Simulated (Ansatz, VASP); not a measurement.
# NaLaMnMoO6: VASP beside Ansatz

The input INCAR:

```
PREC = Accurate
ENCUT = 520
EDIFF = 1E-6
ISMEAR = -1
SIGMA = 0.05
LREAL = F
LASPH = T
NELM = 150
ALGO = Normal
ISIF = 2
LWAVE = F
LCHARG = F
ISPIN = 2
MAGMOM = 0 0 4 1 0 0 0 0 0 0
LORBIT = 11
LMAXMIX = 6
GGA = PE
NBANDS = 56
```

KPOINTS

```
regular mesh
0
Gamma
  5 5 5
```

The input POSCAR:

```
NaLaMnMoO6
1.0
    0.0000000000      3.8625900000      3.8625900000
    3.8625900000      0.0000000000      3.8625900000
    3.8625900000      3.8625900000      0.0000000000
Na La Mn Mo O
1 1 1 1 6
Direct
    0.2500000000      0.2500000000      0.2500000000
    0.7500000000      0.7500000000      0.7500000000
    0.5000000000      0.5000000000      0.5000000000
    0.0000000000      0.0000000000      0.0000000000
    0.7466200000      0.2533800000      0.2533800000
    0.2533800000      0.2533800000      0.7466200000
    0.2533800000      0.7466200000      0.2533800000
    0.7466200000      0.2533800000      0.7466200000
    0.7466200000      0.7466200000      0.2533800000
    0.2533800000      0.7466200000      0.7466200000
```

The input input.yaml:

```yaml
crystal:
  lattice:
    - [0.0, 3.86259, 3.86259]
    - [3.86259, 0.0, 3.86259]
    - [3.86259, 3.86259, 0.0]
  atoms:
    - { symbol: Na, position: [0.25, 0.25, 0.25] }
    - { symbol: La, position: [0.75, 0.75, 0.75] }
    - { symbol: Mn, position: [0.5, 0.5, 0.5], spin: 4.0 }
    - { symbol: Mo, position: [0.0, 0.0, 0.0], spin: 1.0 }
    - { symbol: O, position: [0.74662, 0.25338, 0.25338] }
    - { symbol: O, position: [0.25338, 0.25338, 0.74662] }
    - { symbol: O, position: [0.25338, 0.74662, 0.25338] }
    - { symbol: O, position: [0.74662, 0.25338, 0.74662] }
    - { symbol: O, position: [0.74662, 0.74662, 0.25338] }
    - { symbol: O, position: [0.25338, 0.74662, 0.74662] }
hamiltonian:
  xc: pbe
  pseudopotentials: { kind: paw }
magnetization:
  spin_polarized: true
kpoints:
  mp_grid: { grid: [5, 5, 5] }
scf:
  occupations: { method: fermi_dirac, width: 0.05 }
  n_extra_bands: 40
output:
  eigenvalues: true
  optics: { e_range: [0, 14], sigma: 0.05, nscf_kmesh: { grid: [7, 7, 7] } }
```

Alike in both runs: functional PBE; k mesh 5 × 5 × 5; occupations fermi-dirac, width 0.05 eV; collinear spin.

```csv
,VASP,Ansatz
version,VASP 6.6.1,Ansatz 0.2.0
potentials or method,"VASP PAW PBE potentials, release 64 (Na_pv, La, Mn_pv, Mo_sv, O)",Ansatz PAW
plane-wave cutoff (eV),520,420
valence electrons in the cell,81,85
task,single point,optical spectrum
```

|  | VASP | Ansatz | Ansatz less VASP |
| --- | --- | --- | --- |
| gap on the k mesh at the Fermi level (eV) | none | none | - |
| net moment per atom (μB) | 0.12 | 0.12 | 0.000 |
| size of the moment on the site where the two differ most (μB) | 0.76 | 0.48 | -0.277 |

Site moments also hang on the region over which each program counts them. A gap of «none» marks a metal or a gap that the smearing closes. VASP's potentials hold 81 valence electrons a cell and Ansatz's 85, so a difference there can come from the potentials and not from the codes.

Spin-orbit coupling is off throughout.
